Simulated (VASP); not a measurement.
Write the native input for VASP 6.6.1 that does the following.

```yaml
Task: single point
Functional: PBE
Potentials_or_basis: VASP PAW PBE potentials, release 64 (Si, Mo_sv)
Cutoff: 400 eV
k_mesh: 4 × 4 × 3, shifted
Occupations: gaussian, width 0.1 eV
Spin: no spin polarisation
Dipole_correction: no
Further_INCAR_settings: ALGO = Normal; EDIFF = 1e-06; NBANDS = 108
```

The structure of Si17Mo8 (a cell with a defect) lies in POSCAR:

```
Si17Mo8
1.0
    6.4336947404      0.0000000000      0.0000000000
    0.0000000000      6.4336947404      0.0000000000
    0.0000000000      0.0000000000      7.8730199992
Si Mo
17 8
Direct
   -0.0669885684     -0.0669873249      0.3792972710
    0.5006843082     -0.0032070219      0.3364663116
   -0.0032076436      0.5006841527      0.3364655495
    0.2456989434      0.2456998760      0.8281412978
    0.5027852782      0.5027823250      0.3375366759
    0.7517919633      0.2509945009      0.8298900550
    0.2509977649      0.7517888546      0.8298896739
    0.7582882305      0.7582894739      0.8283878360
    0.0042975306      0.0042945774      0.6718512084
    0.4982071934     -0.0009995812      0.6701084210
   -0.0010011355      0.4982082815      0.6701088020
    0.3169783588      0.3169755611      0.1206827876
    0.4917148120      0.4917120143      0.6716114020
    0.7493137605      0.2532039622      0.1635321643
    0.2532069154      0.7493117399      0.1635329264
    0.7472110807      0.7472118579      0.1624577354
    0.1250034440      0.1250022005      0.2500073670
    0.2541245841      0.2541276927      0.5114290324
    0.7449008996      0.2482080771      0.5005103506
    0.2482105640      0.7448957704      0.5005100966
    0.5268644436      0.5268628893     -0.0122504452
    0.7231358011      0.7231351794      0.5122490481
    0.0017849774      0.5051010549     -0.0005126368
    0.5050977908      0.0017854437     -0.0005128909
   -0.0041190950     -0.0041242243     -0.0114243327
```

One way to write it, as run:

INCAR

```
PREC = Accurate
ENCUT = 400
EDIFF = 1E-6
ISMEAR = 0
SIGMA = 0.1
LREAL = F
LASPH = T
NELM = 120
ALGO = Normal
ISIF = 2
LWAVE = F
LCHARG = F
GGA = PE
NBANDS = 108
GGA_COMPAT = F
```

KPOINTS

```
Automatic mesh
0
Gamma
  4 4 3
  0.5 0.5 0
```

Potentials or basis: VASP PAW PBE potentials, release 64 (Si, Mo_sv).

Command:

```console
$ cat potpaw_PBE.64/Si/POTCAR potpaw_PBE.64/Mo_sv/POTCAR > POTCAR
$ mpirun -np 1 vasp_std > vasp.out
```

It gave:

```
Pressure               : 16.2 GPa
Largest force          : 0.085 eV/Å
Band gap on the k mesh : zero (bands 90 and 91 overlap by 0.14 eV)
```

Run time: 4 min on 1 thread of Intel(R) Xeon(R) 6975P-C (Granite Rapids) (shared host), peak memory 0.45 GiB.
